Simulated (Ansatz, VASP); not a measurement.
**Ir: VASP beside Ansatz**

```xyz
1
Lattice="0.0000 1.9221 1.9221 1.9221 0.0000 1.9221 1.9221 1.9221 0.0000" Properties=species:S:1:pos:R:3 pbc="T T T"
Ir    0.0000    0.0000    0.0000
```

Alike in both runs: functional r2SCAN; k mesh 18 × 18 × 18; occupations gaussian, width 0.1 eV; no spin polarisation.

Ansatz relaxed the structure, and its values are those at the end. VASP's run is a single point on that final structure, the one shown.

|  | VASP | Ansatz |
| --- | --- | --- |
| version | VASP 6.6.1 | Ansatz 0.2.0 |
| potentials or method | VASP PAW PBE potentials, release 64 (Ir_sv_GW), cutoff 550 eV | scalar-relativistic, plane waves, PAW |
| valence electrons in the cell | 17 | 17 |

Ansatz gave:

```
gap on the k mesh at the Fermi level (eV) : none
pressure (GPa)                            : 0.0
```

Question: Estimate VASP's values.

Answer: gap on the k mesh at the Fermi level (eV): none; pressure (GPa): -2.2.

VASP's potentials were made for PBE, not for r2SCAN. A gap of «none» marks a metal or a gap that the smearing closes. The functional is the same, so the differences come from potentials, cutoffs and numerics.

Spin-orbit coupling is off throughout.
